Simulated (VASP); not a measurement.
Wanted: the native input for a VASP 6.6.1 run.

| Item | Value |
| --- | --- |
| Task | single point |
| Functional | LDA |
| Potentials or basis | VASP PAW LDA potentials, release 64 (Ag) |
| Cutoff | 520 eV |
| k mesh | 15 × 15 × 15 |
| Occupations | fermi-dirac, width 0.05 eV |
| Spin | no spin polarisation |
| Dipole correction | no |
| Further INCAR settings | ALGO = Normal; EDIFF = 1e-06; NBANDS = 12 |

The structure of Ag lies in POSCAR:

```
Ag
1.0
    0.0000000000      2.0293875063      2.0293875063
    2.0293875063      0.0000000000      2.0293875063
    2.0293875063      2.0293875063      0.0000000000
Ag
1
Direct
    0.0000000000      0.0000000000      0.0000000000
```

This cell differs from its parent crystal: volume scaled by 0.98.

These files were run (other wordings do the same):

INCAR

```
SYSTEM = Ag
PREC     = Accurate       ! precision mode
ENCUT    = 520            ! plane-wave cutoff, eV
EDIFF    = 1E-6           ! SCF threshold, eV
ISMEAR   = -1             ! smearing method
SIGMA    = 0.05           ! smearing width, eV
LREAL    = .FALSE.        ! projectors in reciprocal space
LASPH    = .TRUE.         ! aspherical terms in the spheres
NELM     = 60             ! most SCF steps
ALGO     = Normal         ! electronic algorithm
ISIF     = 2              ! what is computed and relaxed
LWAVE    = .FALSE.        ! write WAVECAR
LCHARG   = .FALSE.        ! write CHGCAR
GGA      = CA             ! functional
NBANDS   = 12             ! bands
```

KPOINTS

```
regular mesh
0
G
  15 15 15
  0 0 0
```

Potentials or basis: VASP PAW LDA potentials, release 64 (Ag).

Run with:

```console
$ cat potpaw_LDA.64/Ag/POTCAR > POTCAR
$ mpirun -np 1 vasp_std > vasp.out
```

It gave:

| Property | Result |
| --- | --- |
| Pressure | -5.3 GPa |

Wall time 23 s on 1 thread of Intel Xeon 8259CL (shared host), peak memory 0.14 GiB.
